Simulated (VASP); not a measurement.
# Si3BTe2 (Pmm2) in VASP: single point with PBE

Aim: the single point of Si3BTe2 with PBE.

All numbers are computed with VASP 6.6.1; they aren't measurements. Logs are shortened: lines on timing, memory, paths and dates and some standing lists are left out, and cuts for length are marked.

### 1 The cell of the first run

Symmetry: Pmm2, No. 25, orthorhombic system. The conventional cell has a = 3.549 Å, b = 3.711 Å, c = 11.305 Å, α = 90.00°, β = 90.00°, γ = 90.00°. Si (site symmetry mm2) has 2 B at 2.11 Å and 2 Si at 2.33 Å within 2.8 Å. Within 3.1 Å of Si (site symmetry mm2) lie 2 Si at 2.33 Å and 2 Te at 2.53 Å. Within 2.7 Å of Si (site symmetry mm2) lie 2 B at 2.05 Å and 2 Te at 2.58 Å. B (site symmetry mm2) has 4 Si at 2.05 to 2.11 Å within 2.7 Å. Within 3.4 Å of Te (site symmetry mm2) lie 2 Si at 2.58 Å. Within 3.3 Å of Te (site symmetry mm2) lie 2 Si at 2.53 Å.

### 2 Single point, PBE

The input, INCAR:

```
ALGO = Normal ; EDIFF = 1E-6
ENCUT = 520 ; GGA = PE
ISIF = 2 ; ISMEAR = 0
LASPH = True ; LCHARG = False
LREAL = False ; LWAVE = False
NBANDS = 22 ; NELM = 100
PREC = Accurate ; SIGMA = 0.1
```

The input, KPOINTS:

```
k-points
0
Gamma
  10 10 4
```

The input, POSCAR:

```
Si3BTe2
1.0
    3.5486804335      0.0000000000      0.0000000000
    0.0000000000      3.7113124490      0.0000000000
    0.0000000000      0.0000000000     11.3045968717
Si B Te
3 1 2
Direct
    0.5000000000      0.0000000000      0.9684647303
    0.0000000000      0.0000000000      0.8354444181
    0.0000000000      0.5000000000      0.1484794071
    0.5000000000      0.5000000000      0.0574288842
    0.0000000000      0.0000000000      0.3074735148
    0.0000000000      0.5000000000      0.6827090456
```

Potentials or basis: VASP PAW PBE potentials, release 64 (Si, B, Te).

The run is started by

```
$ cat potpaw_PBE.64/Si/POTCAR potpaw_PBE.64/B/POTCAR potpaw_PBE.64/Te/POTCAR > POTCAR
$ mpirun -np 1 vasp_std > vasp.out
```

OUTCAR:

```text
EDIFF = 1E-6
   ENCUT = 520
   GGA = PE
   ISIF = 2
   ISMEAR = 0
   LASPH = True
   LREAL = False
   NELM = 100
   PREC = Accurate

 ion  position               nearest neighbor table
   1  0.500  0.000  0.968-   4 2.11   4 2.11   2 2.33   2 2.33
   2  0.000  0.000  0.835-   1 2.33   1 2.33   6 2.53   6 2.53
   3  0.000  0.500  0.148-   4 2.05   4 2.05   5 2.58   5 2.58
   4  0.500  0.500  0.057-   3 2.05   3 2.05   1 2.11   1 2.11
   5  0.000  0.000  0.307-   3 2.58   3 2.58
   6  0.000  0.500  0.683-   2 2.53   2 2.53

  LATTYP: Found a simple orthorhombic cell.
 ALAT       =     3.5486804335
 B/A-ratio  =     1.0458288703
 C/A-ratio  =     3.1855775924

  Lattice vectors:

 A1 = (   3.5486804335,   0.0000000000,   0.0000000000)
 A2 = (   0.0000000000,   3.7113124490,   0.0000000000)
 A3 = (   0.0000000000,   0.0000000000,  11.3045968717)

Analysis of symmetry for initial positions (statically):
=====================================================================
 Subroutine PRICEL returns:
 Original cell was already a primitive cell.

 Routine SETGRP: Setting up the symmetry group for a
 simple orthorhombic supercell.

 Subroutine GETGRP returns: Found  4 space group operations
 (whereof  4 operations were pure point group operations)
 out of a pool of  8 trial point group operations.

The static configuration has the point symmetry C_2v.

Analysis of symmetry for dynamics (positions and initial velocities):
=====================================================================
 Subroutine PRICEL returns:
 Original cell was already a primitive cell.

 Routine SETGRP: Setting up the symmetry group for a
 simple orthorhombic supercell.

 Subroutine GETGRP returns: Found  4 space group operations
 (whereof  4 operations were pure point group operations)
 out of a pool of  8 trial point group operations.

The dynamic configuration has the point symmetry C_2v.

 Subroutine INISYM returns: Found  4 space group operations
 (whereof  4 operations are pure point group operations),
 and found     1 'primitive' translations

----------------------------------------------------------------------------------------

                                     Primitive cell

  volume of cell :     148.8845

  direct lattice vectors                    reciprocal lattice vectors
     3.548680433  0.000000000  0.000000000     0.281794887  0.000000000  0.000000000
     0.000000000  3.711312449  0.000000000     0.000000000  0.269446460  0.000000000
     0.000000000  0.000000000 11.304596872     0.000000000  0.000000000  0.088459590

  length of vectors
     3.548680433  3.711312449 11.304596872     0.281794887  0.269446460  0.088459590

  position of ions in fractional coordinates (direct lattice)
     0.500000000  0.000000000  0.968464730
     0.000000000  0.000000000  0.835444418
     0.000000000  0.500000000  0.148479407
     0.500000000  0.500000000  0.057428884
     0.000000000  0.000000000  0.307473515
     0.000000000  0.500000000  0.682709046

  ion indices of the primitive-cell ions
   primitive index   ion index
                 1           1
                 2           2
                 3           3
                 4           4
                 5           5
                 6           6

----------------------------------------------------------------------------------------

 KPOINTS: k-points

Automatic generation of k-mesh.
 Grid dimensions read from file:
 generate k-points for:   10   10    4

 Generating k-lattice:

  Cartesian coordinates                     Fractional coordinates (reciprocal lattice)
     0.028179489  0.000000000  0.000000000     0.100000000  0.000000000  0.000000000
     0.000000000  0.026944646  0.000000000     0.000000000  0.100000000  0.000000000
     0.000000000  0.000000000  0.022114897     0.000000000  0.000000000  0.250000000

  Length of vectors
     0.028179489  0.026944646  0.022114897

  Shift w.r.t. Gamma in fractional coordinates (k-lattice)
     0.000000000  0.000000000  0.000000000

 Subroutine IBZKPT returns following result:
 ===========================================

 Found    108 irreducible k-points:

 Following reciprocal coordinates:
            Coordinates               Weight
  0.000000  0.000000  0.000000      1.000000
  0.100000  0.000000  0.000000      2.000000
  0.200000  0.000000  0.000000      2.000000
  0.300000  0.000000  0.000000      2.000000
  0.400000  0.000000  0.000000      2.000000
  0.500000  0.000000  0.000000      1.000000
[... 16 lines left out ...]
  0.400000  0.300000  0.000000      4.000000
  0.500000  0.300000  0.000000      2.000000
 [... further k-points ...]
   k-points           NKPTS =    108   k-points in BZ     NKDIM =    108   number of bands    NBANDS=     22
   number of dos      NEDOS =    301   number of ions     NIONS =      6
   total plane-waves  NPLWV =  65856
   dimension x,y,z NGX =    28 NGY =   28 NGZ =   84
   dimension x,y,z NGXF=    56 NGYF=   56 NGZF=  168
   ions per type =               3   1   2
   NGX,Y,Z   is equivalent  to a cutoff of  13.12, 12.54, 12.35 a.u.
   NGXF,Y,Z  is equivalent  to a cutoff of  26.23, 25.08, 24.71 a.u.
 SYSTEM =  unknown system
   PREC   = accura    normal or accurate (medium, high low for compatibility)
   ISTART =      0    job   : 0-new  1-cont  2-samecut
   ICHARG =      2    charge: 1-file 2-atom 10-const
   ISPIN  =      1    spin polarized calculation?
   LNONCOLLINEAR =      F non collinear calculations
   LSORBIT =      F    spin-orbit coupling
   LASPH  =      T    aspherical Exc in radial PAW
   ENCUT  =  520.0 eV  38.22 Ry    6.18 a.u.   6.60  6.90 21.02*2*pi/ulx,y,z
   NELM   =    100;   NELMIN=  2; NELMDL= -5     # of ELM steps
   EDIFF  = 0.1E-05   stopping-criterion for ELM
   LREAL  =      F    real-space projection
   EDIFFG = 0.1E-04   stopping-criterion for IOM
   NSW    =      0    number of steps for IOM
   IBRION =     -1    ionic relax: 0-MD 1-quasi-New 2-CG
   NFREE  =      0    steps in history (QN), initial steepest desc. (CG)
   ISIF   =      2    stress and relaxation
   ISYM   =      2    0-nonsym 1-usesym 2-fastsym
   POTIM  = 0.5000    time-step for ionic-motion
   TEBEG  =    0.0;   TEEND  =   0.0 temperature during run
   PSTRESS=    0.0 pullay stress
   NELECT =      27.0000    total number of electrons
   NUPDOWN=      -1.0000    fix difference up-down
   EMIN   =  10.00;   EMAX   =-10.00  energy-range for DOS
   EFERMI =   0.00;   METHOD = LEGACY
   ISMEAR =     0;   SIGMA  =   0.10  broadening in eV -4-tet -1-fermi 0-gaus
   EFERMI_NEDOS =   21; number of points for ismear=-14 and -15
   IALGO  =     38    algorithm
   IMIX   =      4    mixing-type and parameters
     AMIX     =   0.40;   BMIX     =  1.00
     AMIX_MAG =   1.60;   BMIX_MAG =  1.00
  volume/ion in A,a.u.               =      24.81       167.45
  Fermi-wavevector in a.u.,A,eV,Ry     =   0.926644  1.751103 11.682903  0.858669
  Thomas-Fermi vector in A             =   2.052629
   LORBIT       =      0    0 simple, 1 ext, 2 COOP (PROOUT), +10 PAW based schemes
   GGA     = PE    functional components
   LHFCALC =     F    Hartree Fock is set to
   AEXX    =    0.0000 exact exchange contribution
   IVDW    =     0    specifies the selected vdW correction
   LEPSILON=     F    determine dielectric tensor
   LRPA    =     F    only Hartree local field effects (RPA)
 non-spin polarized calculation
 Gauss-broadening in eV      SIGMA  =   0.10
  energy-cutoff  :      520.00
  volume of cell :      148.88
 maximum number of plane-waves:      4034
 NGX is ok and might be reduce to    28
   NGX = 13   NGY = 13   NGZ = 43

 number of electron      27.0000002 magnetization

 Free energy of the ion-electron system (eV)
  ---------------------------------------------------
  ext. energy  EPLUGINS =         0.00000000
  ---------------------------------------------------
  free energy    TOTEN  =       -28.95510942 eV

  energy without entropy =      -28.94730570  energy(sigma->0) =      -28.95120756

 E-fermi :   5.1679     XC(G=0):  -8.7727

 val. band max:        5.1656538204   @ k =   0.1000   0.1000   0.5000
 cond. band min:       5.1870376696   @ k =   0.1000   0.3000   0.0000
 fundamental gap:      0.0213838491
 Fermi energy:         5.1678822181

 k-point     1 :       0.0000    0.0000    0.0000
  band No.  band energies     occupation
      1      -8.2238      2.00000
      2      -7.7411      2.00000
      3      -5.9002      2.00000
      4      -3.3120      2.00000
      5      -0.5260      2.00000
      6       2.0013      2.00000
[... 14 lines left out ...]
     21       9.2566      0.00000
     22       9.6072      0.00000

 k-point     2 :       0.1000    0.0000    0.0000
  band No.  band energies     occupation
      1      -8.1495      2.00000
      2      -7.6672      2.00000
      3      -5.8129      2.00000
      4      -3.2177      2.00000
      5      -0.5347      2.00000
      6       1.8106      2.00000
[... 14 lines left out ...]
     21       9.4166      0.00000
     22       9.5192      0.00000

 k-point     3 :       0.2000    0.0000    0.0000
  band No.  band energies     occupation
      1      -7.9408      2.00000
      2      -7.4584      2.00000
      3      -5.5592      2.00000
      4      -2.9409      2.00000
      5      -0.7639      2.00000
      6       1.0193      2.00000
[... 14 lines left out ...]
     21       9.7209      0.00000
     22      10.5789      0.00000

 k-point     4 :       0.3000    0.0000    0.0000
  band No.  band energies     occupation
      1      -7.6475      2.00000
      2      -7.1601      2.00000
      3      -5.1675      2.00000
      4      -2.5064      2.00000
      5      -1.5507      2.00000
      6       0.3104      2.00000
[... 14 lines left out ...]
     21      10.1605      0.00000
     22      10.5785      0.00000

 k-point     5 :       0.4000    0.0000    0.0000
  band No.  band energies     occupation
      1      -7.3712      2.00000
      2      -6.8701      2.00000
      3      -4.7101      2.00000
      4      -2.4713      2.00000
      5      -1.9392      2.00000
      6      -0.6096      2.00000
[... 14 lines left out ...]
     21       9.8172      0.00000
     22       9.9527      0.00000

 k-point     6 :       0.5000    0.0000    0.0000
  band No.  band energies     occupation
      1      -7.2535      2.00000
      2      -6.7424      2.00000
      3      -4.4388      2.00000
      4      -2.9076      2.00000
      5      -1.4414      2.00000
      6      -1.2178      2.00000
[... 14 lines left out ...]
     21       9.6842      0.00000
     22       9.9636      0.00000

 k-point     7 :       0.0000    0.1000    0.0000
  band No.  band energies     occupation
      1      -8.1328      2.00000
      2      -7.6521      2.00000
      3      -5.8314      2.00000
      4      -3.3335      2.00000
      5      -0.5248      2.00000
      6       1.3051      2.00000
[... 324 lines left out ...]
      6      -0.1138      2.00000
[... 14 lines left out ...]
     21      10.0457      0.00000
     22      10.8504      0.00000

 k-point    21 :       0.2000    0.3000    0.0000
  band No.  band energies     occupation
      1      -7.1756      2.00000
      2      -6.7129      2.00000
      3      -5.0307      2.00000
      4      -3.4743      2.00000
      5      -1.3079      2.00000
      6       0.0412      2.00000
[... 14 lines left out ...]
     21      10.3667      0.00000
     22      10.8823      0.00000

 k-point    22 :       0.3000    0.3000    0.0000
  band No.  band energies     occupation
      1      -6.8919      2.00000
      2      -6.4214      2.00000
      3      -4.6028      2.00000
      4      -3.0247      2.00000
      5      -1.4970      2.00000
      6      -0.1134      2.00000
[... 14 lines left out ...]
     21      10.3441      0.00000
     22      11.0167      0.00000

 k-point    23 :       0.4000    0.3000    0.0000
  band No.  band energies     occupation
      1      -6.6266      2.00000
      2      -6.1421      2.00000
      3      -4.0595      2.00000
      4      -2.4726      2.00000
      5      -2.1617      2.00000
      6      -0.6342      2.00000
[... 14 lines left out ...]
     21       9.6538      0.00000
     22      11.0814      0.00000

 k-point    24 :       0.5000    0.3000    0.0000
  band No.  band energies     occupation
      1      -6.5143      2.00000
      2      -6.0210      2.00000
      3      -3.6597      2.00000
      4      -2.7109      2.00000
      5      -2.0160      2.00000
      6      -1.1060      2.00000
[... 14 lines left out ...]
     21       9.3394      0.00000
     22      10.8424      0.00000

 [... further k-points ...]
[... 5 lines left out ...]
  --------------------------------------------------------------------------------------
  -------------------------------------------------------------------------------------
  Total        0.0067094      0.0325948      0.0902379      0.0000000      0.0000000      0.0000000
  in kB        0.0722009      0.3507590      0.9710686      0.0000000      0.0000000      0.0000000
  external PRESSURE =       0.4646761 kB  Pullay stress =       0.0000000 kB

 VOLUME and BASIS-vectors are now :
 -----------------------------------------------------------------------------
  energy-cutoff  :      520.00
  volume of cell :      148.88
      direct lattice vectors                 reciprocal lattice vectors
     3.548680433  0.000000000  0.000000000     0.281794887  0.000000000  0.000000000
     0.000000000  3.711312449  0.000000000     0.000000000  0.269446460  0.000000000
     0.000000000  0.000000000 11.304596872     0.000000000  0.000000000  0.088459590

 POSITION                                       TOTAL-FORCE (eV/Angst)
 -----------------------------------------------------------------------------------
      1.77434      0.00000     10.94810         0.000000      0.000000     -0.010295
      0.00000      0.00000      9.44436         0.000000      0.000000      0.033295
      0.00000      1.85566      1.67850         0.000000      0.000000     -0.018112
      1.77434      1.85566      0.64921         0.000000      0.000000      0.000123
      0.00000      0.00000      3.47586         0.000000      0.000000      0.021807
      0.00000      1.85566      7.71775         0.000000      0.000000     -0.026818
 -----------------------------------------------------------------------------------
    total drift:                               -0.000000      0.000000      0.000095

  FREE ENERGIE OF THE ION-ELECTRON SYSTEM (eV)
  ---------------------------------------------------
  free  energy   TOTEN  =       -28.9551094214 eV

  energy  without entropy=      -28.9473056959  energy(sigma->0) =      -28.95120756
```

Wall time 8 min (1 thread of AMD EPYC 7R13, shared host); peak memory 0.45 GiB.

Results:

```yaml
Free_energy: -28.9551 eV
Pressure: 0.0 GPa
Largest_force: 0.033 eV/Å
Band_gap_on_the_k_mesh: zero (an odd number of electrons rules out a gap without spin polarisation)
```

Forces on the atoms (eV/Å):
```
Si   0.000  0.000 -0.010
Si   0.000  0.000  0.033
Si   0.000  0.000 -0.018
B    0.000  0.000  0.000
Te   0.000  0.000  0.022
Te   0.000  0.000 -0.027
```

Caveat: spin-orbit coupling is left out, which moves the levels of the heavy elements; this functional lacks dispersion, which binds layers or chains, so the pressure and a relaxed spacing across them are unreliable.

The gap in the log of VASP goes by the Fermi energy; the results here count the filled bands.